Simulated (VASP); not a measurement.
Input of a VASP 6.6.1 run:

File INCAR:

```
SYSTEM = KMgF3
PREC = Accurate ; ENCUT = 520
EDIFF = 1E-6 ; ISMEAR = -1
SIGMA = 0.05 ; LREAL = .False.
LASPH = .True. ; NELM = 80
ALGO = Normal ; ISIF = 2
LWAVE = .False. ; LCHARG = .True.
GGA = PE ; LELF = .True.
LVHAR = .True. ; NBANDS = 24
```

The input KPOINTS:

```
regular mesh
0
Gamma
  6 6 6
  0 0 0
```

Contents of POSCAR:

```
KMgF3
1.0
    3.9859000000      0.0199295000      0.0000000000
    0.0199295000      3.9859000000      0.0000000000
    0.0000000000      0.0000000000      3.9859000000
K Mg F
1 1 3
Direct
    0.5000000000      0.5000000000      0.5000000000
    0.0000000000      0.0000000000      0.0000000000
    0.0000000000      0.0000000000      0.5000000000
    0.0000000000      0.5000000000      0.0000000000
    0.5000000000      0.0000000000      0.0000000000
```

Potentials or basis: VASP PAW PBE potentials, release 64 (K_sv, Mg, F).

Run with:

```console
$ cat potpaw_PBE.64/K_sv/POTCAR potpaw_PBE.64/Mg/POTCAR potpaw_PBE.64/F/POTCAR > POTCAR
$ mpirun -np 1 vasp_std > vasp.out
```

Q: What does it give for the pressure?

A: 3.4 GPa.

Q: Estimate the band gap on the k mesh.

A: 7.30 eV, indirect (least direct gap 7.61 eV).

Stress tensor (GPa, compression positive):
```
 3.36 -0.49  0.00
-0.49  3.36  0.00
 0.00  0.00  3.36
```

A k mesh can miss the band edges. A hybrid or GW would open this gap; PBE tends to underestimate it.
